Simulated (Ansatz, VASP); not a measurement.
**GaAs in VASP and in Ansatz**

File INCAR:

```
SYSTEM = GaAs
ALGO     = Normal         ! electronic algorithm
EDIFF    = 1E-6           ! SCF threshold, eV
ENCUT    = 500            ! plane-wave cutoff, eV
GGA      = PE             ! functional
GGA_COMPAT= .FALSE.      
ISIF     = 2              ! what is computed and relaxed
ISMEAR   = 0              ! smearing method
LASPH    = .TRUE.         ! aspherical terms in the spheres
LCHARG   = .FALSE.        ! write CHGCAR
LREAL    = .FALSE.        ! projectors in reciprocal space
LWAVE    = .FALSE.        ! write WAVECAR
NBANDS   = 16             ! bands
NELM     = 120            ! most SCF steps
PREC     = Accurate       ! precision mode
SIGMA    = 0.02           ! smearing width, eV
```

Contents of KPOINTS:

```
k-points
0
G
  12 12 12
  0 0 0
```

The input POSCAR:

```
GaAs
1.0
    0.0000000000      2.9290324026      2.9290324026
    2.9290324026      0.0000000000      2.9290324026
    2.9290324026      2.9290324026      0.0000000000
Ga As
1 1
Direct
    0.0000000000      0.0000000000      0.0000000000
    0.2500000000      0.2500000000      0.2500000000
```

Input for Ansatz:

```yaml
crystal:
  lattice:
    - [0.0, 2.9290324026, 2.9290324026]
    - [2.9290324026, 0.0, 2.9290324026]
    - [2.9290324026, 2.9290324026, 0.0]
  atoms:
    - { symbol: Ga, position: [0.0, 0.0, 0.0] }
    - { symbol: As, position: [0.25, 0.25, 0.25] }
basis:
  ecutwfc: 420
kpoints:
  mp_grid: { grid: [12, 12, 12] }
hamiltonian:
  xc: pbe
scf:
  occupations: { method: gaussian, width: 0.02 }
  mixing: { beta: 0.2 }
  n_extra_bands: 16
output:
  forces: true
  stress: true
  eigenvalues: true
```

Alike in both runs: task single point; functional PBE; k mesh 12 × 12 × 12; occupations gaussian, width 0.02 eV; no spin polarisation.

```csv
,VASP,Ansatz
version,VASP 6.6.1,Ansatz 0.2.0
potentials or method,"VASP PAW PBE potentials, release 64 (Ga_d, As), cutoff 500 eV","scalar-relativistic, plane waves, PAW"
valence electrons in the cell,18,28
```

|  | VASP | Ansatz | Ansatz less VASP |
| --- | --- | --- | --- |
| gap on the k mesh at the Fermi level (eV) | none | none | - |
| pressure (GPa) | -2.9 | -3.1 | -0.11 |

A gap of «none» marks a metal or a gap that the smearing closes. VASP's potentials hold 18 valence electrons a cell and Ansatz's 28, so a difference there can come from the potentials and not from the codes.
